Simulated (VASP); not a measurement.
**Ru: single point with RPBE**

Crystal: Ru.

```
Ru
1.0
     4.29011    0.00000    0.00000
    -2.14505    3.71534    0.00000
     0.00000    0.00000    2.69777
Ru
3
Direct
  0.00000 0.00000 0.00000
  0.33333 0.66667 0.50000
  0.66667 0.33333 0.50000
```

This isn't the form of Ru at room conditions, which is hcp.

```
Program                : VASP 6.6.1
Task                   : single point
Functional             : RPBE
Potentials or basis    : VASP PAW PBE potentials, release 64 (Ru_pv)
Cutoff                 : 520 eV
k mesh                 : 9 × 9 × 12
Occupations            : fermi-dirac, width 0.1 eV
Spin                   : no spin polarisation
Dipole correction      : no
Further INCAR settings : ALGO = Normal; EDIFF = 1e-06; NBANDS = 28
```

```json
{
  "Pressure": "0.0 GPa",
  "Band gap on the k mesh": "zero (bands 21 and 22 overlap by 2.33 eV)"
}
```

Stress tensor (GPa, compression positive):
```
 0.01  0.00  0.00
 0.00  0.01  0.00
 0.00  0.00 -0.11
```

Levels at points of the mesh, in eV from the Fermi level:
```
           k point  band 17  band 18  band 19  band 20  band 21  band 22  band 23  band 24  band 25  band 26
(0.00, 0.00, 0.00)    -2.67    -2.03    -2.03    -1.38    -1.38    -1.27    -1.27     1.57     1.57     9.10
(0.00, 0.00, 0.50)    -2.09    -1.87    -1.87     0.63     0.63     1.26     1.26     2.28     3.29     3.95
```

Run time: 29 s on 1 thread of Intel(R) Xeon(R) 6975P-C (Granite Rapids) (shared host), peak memory 0.2 GiB.

Caveat: the PAW data sets were made with another functional, which shifts forces and pressure a little.
